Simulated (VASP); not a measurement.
Set up this calculation in VASP 6.6.1, as the native input.

```
Task                   : single point
Functional             : PBE
Potentials or basis    : VASP PAW PBE potentials, release 64 (Hf_pv, N)
Cutoff                 : 520 eV
k mesh                 : 18 × 18 × 8
Occupations            : gaussian, width 0.05 eV
Spin                   : no spin polarisation
Dipole correction      : no
Further INCAR settings : ALGO = Normal; EDIFF = 1e-06; NBANDS = 23
```

The structure of HfN lies in POSCAR:

```
HfN
1.0
    3.1339080200      0.0000000000      0.0000000000
   -1.5669540100      2.7140439600      0.0000000000
    0.0000000000      0.0000000000      5.4167677200
Hf N
2 2
Direct
    0.6666666700      0.3333333300      0.7500000000
    0.3333333300      0.6666666700      0.2500000000
    0.0000000000      0.0000000000      0.0000000000
    0.0000000000      0.0000000000      0.5000000000
```

The input as run:

INCAR

```
SYSTEM = HfN
ALGO     = Normal         ! electronic algorithm
EDIFF    = 1E-6           ! SCF threshold, eV
ENCUT    = 520            ! plane-wave cutoff, eV
GGA      = PE             ! functional
ISIF     = 2              ! what is computed and relaxed
ISMEAR   = 0              ! smearing method
LASPH    = .TRUE.         ! aspherical terms in the spheres
LCHARG   = .FALSE.        ! write CHGCAR
LREAL    = .FALSE.        ! projectors in reciprocal space
LWAVE    = .FALSE.        ! write WAVECAR
NBANDS   = 23             ! bands
NELM     = 80             ! most SCF steps
PREC     = Accurate       ! precision mode
SIGMA    = 0.05           ! smearing width, eV
```

KPOINTS

```
k-points
0
G
  18 18 8
  0 0 0
```

Potentials or basis: VASP PAW PBE potentials, release 64 (Hf_pv, N).

Run with:

```bash
$ cat potpaw_PBE.64/Hf_pv/POTCAR potpaw_PBE.64/N/POTCAR > POTCAR
$ mpirun -np 1 vasp_std > vasp.out
```

Results of the run:

```
Pressure               : 3.8 GPa
Band gap on the k mesh : zero (band 15 reaches 9.80 eV, above the bottom of band 16 at 7.49 eV)
```

Caveat: spin-orbit coupling is left out, which moves the levels of the heavy elements.

Run time: 98 s on 1 thread of Intel(R) Xeon(R) Platinum 8259CL CPU @ 2.50GHz (Skylake/Cascade Lake), with other jobs on the host, peak memory 0.29 GiB.
